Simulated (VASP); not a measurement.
Set up this calculation in VASP 6.6.1, as the native input.

| Quantity | Value |
| --- | --- |
| Task | single point |
| Functional | HSE06 |
| Potentials or basis | VASP PAW PBE potentials, release 64 (K_sv, Cl) |
| Cutoff | 520 eV |
| k mesh | 4 × 4 × 4 |
| Occupations | gaussian, width 0.01 eV |
| Spin | no spin polarisation |
| Dipole correction | no |
| Grid for exact exchange (PRECFOCK) | Normal |
| Further INCAR settings | ALGO = Normal; EDIFF = 1e-06; NBANDS = 15 |
| Share of exact exchange | 0.25 |
| Screening parameter | 0.2079 1/Å |

KCl:

```xyz
2
Lattice="0.0000 3.5073 3.3758 3.5073 0.0000 3.3758 3.5073 3.5073 0.0000" Properties=species:S:1:pos:R:3 pbc="T T T"
K     0.0000    0.0000    0.0000
Cl    1.7536    1.7536    1.6879
```

This cell differs from its parent crystal: uniaxial z strain -3.8%.

These files were run (other wordings do the same):

POSCAR

```
KCl
1.0
    0.0000000000      3.5072828304      3.3757597243
    3.5072828304      0.0000000000      3.3757597243
    3.5072828304      3.5072828304      0.0000000000
K Cl
1 1
Direct
    0.0000000000      0.0000000000      0.0000000000
    0.2500000000      0.2500000000      0.2500000000
```

INCAR.step1

```
SYSTEM = KCl
PREC = Accurate
ENCUT = 520
EDIFF = 1E-5
ISMEAR = 0
SIGMA = 0.01
LREAL = .FALSE.
LASPH = .TRUE.
NELM = 60
ALGO = Normal
ISIF = 2
LWAVE = .TRUE.
NBANDS = 15
GGA = PE
```

INCAR.step2

```
SYSTEM = KCl
PREC = Accurate
ENCUT = 520
EDIFF = 1E-6
ISMEAR = 0
SIGMA = 0.01
LREAL = .FALSE.
LASPH = .TRUE.
NELM = 60
ALGO = Normal
ISIF = 2
LWAVE = .FALSE.
LCHARG = .TRUE.
GGA = PE
LHFCALC = .TRUE.
HFSCREEN = 0.2079
PRECFOCK = Normal
LELF = .TRUE.
LVHAR = .TRUE.
NBANDS = 15
ISTART = 1
```

KPOINTS

```
Automatic mesh
0
G
  4 4 4
  0 0 0
```

Potentials or basis: VASP PAW PBE potentials, release 64 (K_sv, Cl).

Command:

```bash
$ cat potpaw_PBE.64/K_sv/POTCAR potpaw_PBE.64/Cl/POTCAR > POTCAR
$ cp INCAR.step1 INCAR
$ mpirun -np 1 vasp_std > vasp.out
$ cp INCAR.step2 INCAR
$ mpirun -np 1 vasp_std > vasp.out
```

Results of the run:

| Property | Result |
| --- | --- |
| Pressure | 0.7 GPa |
| Band gap on the k mesh | 6.09 eV (least direct gap 6.14 eV) |

Caveat: the cell differs from its parent crystal (uniaxial z strain -3.8%); the PAW data sets were made with another functional, which shifts forces and pressure a little.

It took 9.2 min on 1 thread of Intel(R) Xeon(R) 6975P-C (Granite Rapids) (shared host), peak memory 0.33 GiB.
